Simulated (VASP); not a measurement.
# Fe (P6_3/mmc) in VASP: a series of runs

Fe is run at these levels: PBEsol; tasks: single point.

Program: VASP 6.6.1. These are calculated values, not measurements. Logs are shortened: lines on timing, memory, paths and dates and some standing lists are left out, and cuts for length are marked.

### Step 1. The cell of the first run

Symmetry: P6_3/mmc, No. 194, hexagonal system. Conventional cell: a = 2.347 Å, b = 2.347 Å, c = 3.797 Å, α = 90.00°, β = 90.00°, γ = 120.00°. Fe (site symmetry -6m2) has 12 Fe at 2.33 to 2.35 Å within 3.1 Å.

This isn't the form of Fe at room conditions, which is bcc.

### Step 2. Single point, PBEsol, collinear spin, zero start

Contents of INCAR:

```
SYSTEM = Fe
  PREC = Accurate
  ENCUT = 520
  EDIFF = 1E-6
  ISMEAR = -1
  SIGMA = 0.1
  LREAL = .False.
  LASPH = .True.
  NELM = 150
  ALGO = Normal
  ISIF = 2
  LWAVE = .False.
  LCHARG = .False.
  ISPIN = 2
  MAGMOM = 0 0
  LORBIT = 11
  NUPDOWN = 0.0
  LMAXMIX = 4
  GGA = PS
  NBANDS = 19
```

Contents of KPOINTS:

```
regular mesh
0
Gamma
  14 14 8
  0 0 0
```

Contents of POSCAR:

```
Fe
1.0
    2.3470000000      0.0000000000      0.0000000000
   -1.1735000000      2.0325616227      0.0000000000
    0.0000000000      0.0000000000      3.7970000000
Fe
2
Direct
    0.3333333333      0.6666666667      0.2500000000
    0.6666666667      0.3333333333      0.7500000000
```

Potentials or basis: VASP PAW PBE potentials, release 64 (Fe).

On the command line:

```
cat potpaw_PBE.64/Fe/POTCAR > POTCAR
mpirun -np 1 vasp_std > vasp.out
```

OUTCAR:

```text
SYSTEM = Fe
   PREC = Accurate
   ENCUT = 520
   EDIFF = 1E-6
   ISMEAR = -1
   LREAL = .False.
   LASPH = .True.
   NELM = 150
   ISIF = 2
   ISPIN = 2
   LORBIT = 11
   NUPDOWN = 0.0
   GGA = PS

 ion  position               nearest neighbor table
   1  0.333  0.667  0.250-   2 2.33   2 2.33   2 2.33   2 2.33   2 2.33   2 2.33
   2  0.667  0.333  0.750-   1 2.33   1 2.33   1 2.33   1 2.33   1 2.33   1 2.33

  LATTYP: Found a hexagonal cell.
 ALAT       =     2.3470000000
 C/A-ratio  =     1.6178099702

  Lattice vectors:

 A1 = (   2.3470000000,   0.0000000000,   0.0000000000)
 A2 = (  -1.1735000000,   2.0325616227,   0.0000000000)
 A3 = (   0.0000000000,   0.0000000000,   3.7970000000)

Analysis of symmetry for initial positions (statically):
=====================================================================
 Subroutine PRICEL returns:
 Original cell was already a primitive cell.

 Routine SETGRP: Setting up the symmetry group for a
 hexagonal supercell.

 Subroutine GETGRP returns: Found 24 space group operations
 (whereof 12 operations were pure point group operations)
 out of a pool of 24 trial point group operations.

The static configuration has the point symmetry D_3d.
 The point group associated with its full space group is D_6h.

Analysis of symmetry for dynamics (positions and initial velocities):
=====================================================================
 Subroutine PRICEL returns:
 Original cell was already a primitive cell.

 Routine SETGRP: Setting up the symmetry group for a
 hexagonal supercell.

 Subroutine GETGRP returns: Found 24 space group operations
 (whereof 12 operations were pure point group operations)
 out of a pool of 24 trial point group operations.

The dynamic configuration has the point symmetry D_3d.
 The point group associated with its full space group is D_6h.

Analysis of structural, dynamic, and magnetic symmetry:
=====================================================================
 Subroutine PRICEL returns:
 Original cell was already a primitive cell.

 Routine SETGRP: Setting up the symmetry group for a
 hexagonal supercell.

 Subroutine GETGRP returns: Found 24 space group operations
 (whereof 12 operations were pure point group operations)
 out of a pool of 24 trial point group operations.

The overall configuration has the point symmetry D_3d.
 The point group associated with its full space group is D_6h.

 Subroutine INISYM returns: Found 24 space group operations
 (whereof 12 operations are pure point group operations),
 and found     1 'primitive' translations

[... 119 lines left out ...]
   GGA     = PS    functional components
   LHFCALC =     F    Hartree Fock is set to
   AEXX    =    0.0000 exact exchange contribution
   IVDW    =     0    specifies the selected vdW correction
   LEPSILON=     F    determine dielectric tensor
   LRPA    =     F    only Hartree local field effects (RPA)
 spin polarized calculation
  energy-cutoff  :      520.00
  volume of cell :       18.11
 maximum number of plane-waves:       513
 NGX is ok and might be reduce to    18
   NGX =  9   NGY =  9   NGZ = 15

 number of electron      15.9999993 magnetization       0.0000000

 number of electron      15.9999993 magnetization      -0.0000000

 Free energy of the ion-electron system (eV)
  ---------------------------------------------------
  ext. energy  EPLUGINS =         0.00000000
  ---------------------------------------------------
  free energy    TOTEN  =       -17.76486787 eV

  energy without entropy =      -17.68980437  energy(sigma->0) =      -17.72733612

 E-fermi :   8.1603     XC(G=0): -14.6570

 val. band max:        8.1554781008   @ k =   0.2143   0.0714   0.1250
 cond. band min:       8.1616367793   @ k =   0.0714  -0.0000   0.3750
 fundamental gap:      0.0061586784
 Fermi energy:         8.1602758624

 spin component 1

 k-point     1 :       0.0000    0.0000    0.0000
  band No.  band energies     occupation
      1      -1.4880      1.00000
      2       2.4507      1.00000
      3       6.1721      1.00000
      4       6.2086      1.00000
      5       6.2086      1.00000
      6       6.7285      1.00000
[... 517 lines left out ...]
     18      27.4471      0.00000
     19      28.8117      0.00000

 [... further k-points ...]

 spin component 2

 k-point     1 :       0.0000    0.0000    0.0000
  band No.  band energies     occupation
      1      -1.4880      1.00000
      2       2.4507      1.00000
      3       6.1721      1.00000
      4       6.2086      1.00000
      5       6.2086      1.00000
      6       6.7285      1.00000
[... 517 lines left out ...]
     18      27.4471      0.00000
     19      28.8117      0.00000

 [... further k-points ...]

------------------------ aborting loop because EDIFF is reached ----------------------------------------

  FORCE on cell =-STRESS in cart. coord.  units (eV):
  Direction    XX          YY          ZZ          XY          YZ          ZX
  --------------------------------------------------------------------------------------
  -------------------------------------------------------------------------------------
  Total        4.0180291      4.0180291      2.5267079      0.0000000      0.0000000      0.0000000
  in kB      355.4072288    355.4072288    223.4952073      0.0000000      0.0000000      0.0000000
  external PRESSURE =     311.4365549 kB  Pullay stress =       0.0000000 kB

 VOLUME and BASIS-vectors are now :
 -----------------------------------------------------------------------------
  energy-cutoff  :      520.00
  volume of cell :       18.11
      direct lattice vectors                 reciprocal lattice vectors
     2.347000000  0.000000000  0.000000000     0.426075841  0.245995002  0.000000000
    -1.173500000  2.032561623  0.000000000     0.000000000  0.491990004  0.000000000
     0.000000000  0.000000000  3.797000000     0.000000000  0.000000000  0.263365815

 POSITION                                       TOTAL-FORCE (eV/Angst)
 -----------------------------------------------------------------------------------
     -0.00000      1.35504      0.94925         0.000000     -0.000000      0.000000
      1.17350      0.67752      2.84775         0.000000      0.000000      0.000000
 -----------------------------------------------------------------------------------
    total drift:                                0.000000     -0.000000     -0.000000

  FREE ENERGIE OF THE ION-ELECTRON SYSTEM (eV)
  ---------------------------------------------------
  free  energy   TOTEN  =       -17.7648678750 eV

  energy  without entropy=      -17.6898043692  energy(sigma->0) =      -17.72733612

 total charge

# of ion       s       p       d       tot
------------------------------------------
    1        0.603   0.774   6.475   7.852
    2        0.603   0.774   6.475   7.852
--------------------------------------------------
tot          1.206   1.547  12.951  15.705

 magnetization (x)

# of ion       s       p       d       tot
------------------------------------------
    1       -0.000  -0.000   0.000   0.000
    2       -0.000  -0.000   0.000   0.000
--------------------------------------------------
tot         -0.000  -0.000   0.000   0.000
```

It took 98 s on 1 thread of Intel Xeon 8259CL, shared host; peak memory 0.17 GiB.

Results:

| Quantity | Value |
| --- | --- |
| Free energy | -17.7649 eV |
| Pressure | 31.1 GPa |
| Net moment | 0.00 μB per cell |
| Valence electrons inside the program's atomic spheres | Fe 7.85 |

Stress tensor (GPa, compression positive):
```
35.54  0.00  0.00
 0.00 35.54  0.00
 0.00  0.00 22.35
```

Caveat: the cell stands under pressure; the PAW data sets were made with another functional, which shifts forces and pressure a little; the total moment is fixed, so each spin has its own Fermi level.

### Step 3. Single point, PBEsol, collinear spin, zero start

Contents of INCAR:

```
PREC     = Accurate       # precision mode
ENCUT    = 520            # plane-wave cutoff, eV
EDIFF    = 1E-7           # SCF threshold, eV
ISMEAR   = -1             # smearing method
SIGMA    = 0.1            # smearing width, eV
LREAL    = F              # projectors in reciprocal space
LASPH    = T              # aspherical terms in the spheres
NELM     = 150            # most SCF steps
ALGO     = Normal         # electronic algorithm
ISIF     = 2              # what is computed and relaxed
LWAVE    = F              # write WAVECAR
LCHARG   = F              # write CHGCAR
ISPIN    = 2              # spin polarisation
MAGMOM   = 0 0            # initial moments
LORBIT   = 11             # projections on sites
NUPDOWN  = 0.0            # fixed moment
LMAXMIX  = 4              # l up to which the mixer works
GGA      = PS             # functional
NBANDS   = 19             # bands
```

Contents of KPOINTS:

```
Automatic mesh
0
Gamma
  14 14 8
```

POSCAR is that of step 2.

Potentials or basis: VASP PAW PBE potentials, release 64 (Fe).

On the command line:

```
cat potpaw_PBE.64/Fe/POTCAR > POTCAR
mpirun -np 1 vasp_std > vasp.out
```

OUTCAR:

```text
PREC = Accurate
   ENCUT = 520
   EDIFF = 1E-7
   ISMEAR = -1
   LREAL = F
   LASPH = T
   NELM = 150
   ISIF = 2
   ISPIN = 2
   LORBIT = 11
   NUPDOWN = 0.0
   GGA = PS

 ion  position               nearest neighbor table
   1  0.333  0.667  0.250-   2 2.33   2 2.33   2 2.33   2 2.33   2 2.33   2 2.33
   2  0.667  0.333  0.750-   1 2.33   1 2.33   1 2.33   1 2.33   1 2.33   1 2.33

  LATTYP: Found a hexagonal cell.
 ALAT       =     2.3470000000
 C/A-ratio  =     1.6178099702

  Lattice vectors:

 A1 = (   2.3470000000,   0.0000000000,   0.0000000000)
 A2 = (  -1.1735000000,   2.0325616227,   0.0000000000)
 A3 = (   0.0000000000,   0.0000000000,   3.7970000000)

Analysis of symmetry for initial positions (statically):
=====================================================================
 Subroutine PRICEL returns:
 Original cell was already a primitive cell.

 Routine SETGRP: Setting up the symmetry group for a
 hexagonal supercell.

 Subroutine GETGRP returns: Found 24 space group operations
 (whereof 12 operations were pure point group operations)
 out of a pool of 24 trial point group operations.

The static configuration has the point symmetry D_3d.
 The point group associated with its full space group is D_6h.

Analysis of symmetry for dynamics (positions and initial velocities):
=====================================================================
 Subroutine PRICEL returns:
 Original cell was already a primitive cell.

 Routine SETGRP: Setting up the symmetry group for a
 hexagonal supercell.

 Subroutine GETGRP returns: Found 24 space group operations
 (whereof 12 operations were pure point group operations)
 out of a pool of 24 trial point group operations.

The dynamic configuration has the point symmetry D_3d.
 The point group associated with its full space group is D_6h.

Analysis of structural, dynamic, and magnetic symmetry:
=====================================================================
[... 155 lines left out ...]
  ext. energy  EPLUGINS =         0.00000000
  ---------------------------------------------------
  free energy    TOTEN  =       -17.76486908 eV

  energy without entropy =      -17.68980376  energy(sigma->0) =      -17.72733642

 E-fermi :   8.1602     XC(G=0): -14.6572

 val. band max:        8.1553519762   @ k =   0.2143   0.0714   0.1250
 cond. band min:       8.1615127259   @ k =   0.0714  -0.0000   0.3750
 fundamental gap:      0.0061607497
 Fermi energy:         8.1601704408

 spin component 1

 k-point     1 :       0.0000    0.0000    0.0000
  band No.  band energies     occupation
      1      -1.4877      1.00000
      2       2.4507      1.00000
      3       6.1720      1.00000
      4       6.2085      1.00000
      5       6.2085      1.00000
      6       6.7283      1.00000
[... 517 lines left out ...]
     18      27.4474      0.00000
     19      28.8120      0.00000

 [... further k-points ...]

 spin component 2

 k-point     1 :       0.0000    0.0000    0.0000
  band No.  band energies     occupation
      1      -1.4877      1.00000
      2       2.4507      1.00000
      3       6.1720      1.00000
      4       6.2085      1.00000
      5       6.2085      1.00000
      6       6.7283      1.00000
[... 517 lines left out ...]
     18      27.4474      0.00000
     19      28.8120      0.00000

 [... further k-points ...]

------------------------ aborting loop because EDIFF is reached ----------------------------------------

  FORCE on cell =-STRESS in cart. coord.  units (eV):
  Direction    XX          YY          ZZ          XY          YZ          ZX
  --------------------------------------------------------------------------------------
  -------------------------------------------------------------------------------------
  Total        4.0022979      4.0022979      2.5116743      0.0000000      0.0000000      0.0000000
  in kB      354.0157544    354.0157544    222.1654359      0.0000000      0.0000000      0.0000000
  external PRESSURE =     310.0656482 kB  Pullay stress =       0.0000000 kB

 VOLUME and BASIS-vectors are now :
 -----------------------------------------------------------------------------
  energy-cutoff  :      520.00
  volume of cell :       18.11
      direct lattice vectors                 reciprocal lattice vectors
     2.347000000  0.000000000  0.000000000     0.426075841  0.245995002  0.000000000
    -1.173500000  2.032561623  0.000000000     0.000000000  0.491990004  0.000000000
     0.000000000  0.000000000  3.797000000     0.000000000  0.000000000  0.263365815

 POSITION                                       TOTAL-FORCE (eV/Angst)
 -----------------------------------------------------------------------------------
     -0.00000      1.35504      0.94925        -0.000000      0.000000      0.000000
      1.17350      0.67752      2.84775         0.000000     -0.000000      0.000000
 -----------------------------------------------------------------------------------
    total drift:                                0.000000     -0.000000     -0.000000

  FREE ENERGIE OF THE ION-ELECTRON SYSTEM (eV)
  ---------------------------------------------------
  free  energy   TOTEN  =       -17.7648690822 eV

  energy  without entropy=      -17.6898037625  energy(sigma->0) =      -17.72733642

 total charge

# of ion       s       p       d       tot
------------------------------------------
    1        0.603   0.774   6.476   7.852
    2        0.603   0.774   6.476   7.852
--------------------------------------------------
tot          1.206   1.547  12.951  15.705

 magnetization (x)

# of ion       s       p       d       tot
------------------------------------------
    1       -0.000  -0.000   0.000  -0.000
    2       -0.000  -0.000   0.000  -0.000
--------------------------------------------------
tot         -0.000  -0.000   0.000  -0.000
```

OSZICAR:

```text
N       E                     dE             d eps       ncg     rms          rms(c)
DAV:   1     0.755332387313E+02    0.75533E+02   -0.68799E+03  9707   0.117E+03
DAV:   2    -0.172758790123E+02   -0.92809E+02   -0.80842E+02  9207   0.211E+02
DAV:   3    -0.210024793339E+02   -0.37266E+01   -0.35276E+01 10055   0.526E+01
DAV:   4    -0.210287680866E+02   -0.26289E-01   -0.26274E-01 10062   0.421E+00
DAV:   5    -0.210290089994E+02   -0.24091E-03   -0.24091E-03 10215   0.379E-01    0.211E+01
DAV:   6    -0.179314022787E+02    0.30976E+01   -0.58399E+00  9818   0.569E+01    0.138E+00
DAV:   7    -0.178113554030E+02    0.12005E+00   -0.42154E-01 11220   0.113E+01    0.127E+00
DAV:   8    -0.177765903119E+02    0.34765E-01   -0.40740E-03 12736   0.710E-01    0.576E-01
DAV:   9    -0.177648339343E+02    0.11756E-01   -0.23415E-03 12452   0.481E-01    0.557E-02
DAV:  10    -0.177648679792E+02   -0.34045E-04   -0.84498E-05 10162   0.806E-02    0.195E-02
DAV:  11    -0.177648678795E+02    0.99684E-07   -0.11046E-06 11388   0.833E-03    0.834E-03
DAV:  12    -0.177648683886E+02   -0.50903E-06   -0.11041E-07  7699   0.292E-03    0.310E-03
DAV:  13    -0.177648690565E+02   -0.66789E-06   -0.17472E-08  5226   0.123E-03    0.496E-04
DAV:  14    -0.177648690822E+02   -0.25774E-07   -0.16543E-09  5094   0.458E-04
   1 F= -.17764869E+02 E0= -.17727336E+02  d E =-.750653E-01  mag=    -0.0000
```

stdout:

```text
POSCAR found type information on POSCAR Fe
 POSCAR found :  1 types and       2 ions
 scaLAPACK will be used
 -----------------------------------------------------------------------------
|                                                                             |
|                                                                             |
|     You enforced a specific xc type in the INCAR file but a different       |
|     I HOPE YOU KNOW WHAT YOU ARE DOING!                                     |
|                                                                             |
 -----------------------------------------------------------------------------

 LDA part: xc-table for (Slater+PW92), standard interpolation
 POSCAR, INCAR and KPOINTS ok, starting setup
 FFT: planning ... GRIDC
 FFT: planning ... GRID_SOFT
 FFT: planning ... GRID
 WAVECAR not read
 entering main loop
```

Wall time 1.8 min (1 thread of Intel Xeon 8259CL, shared host); peak memory 0.18 GiB.

What came out:

```yaml
Free_energy: -17.7649 eV
Pressure: 31.0 GPa
Net_moment: 0.00 μB per cell
Valence_electrons_inside_the_program's_atomic_spheres: Fe 7.85
```

Stress tensor (GPa, compression positive):
```
35.40  0.00  0.00
 0.00 35.40  0.00
 0.00  0.00 22.22
```

Caveat: the cell stands under pressure; the PAW data sets were made with another functional, which shifts forces and pressure a little; the total moment is fixed, so each spin has its own Fermi level.
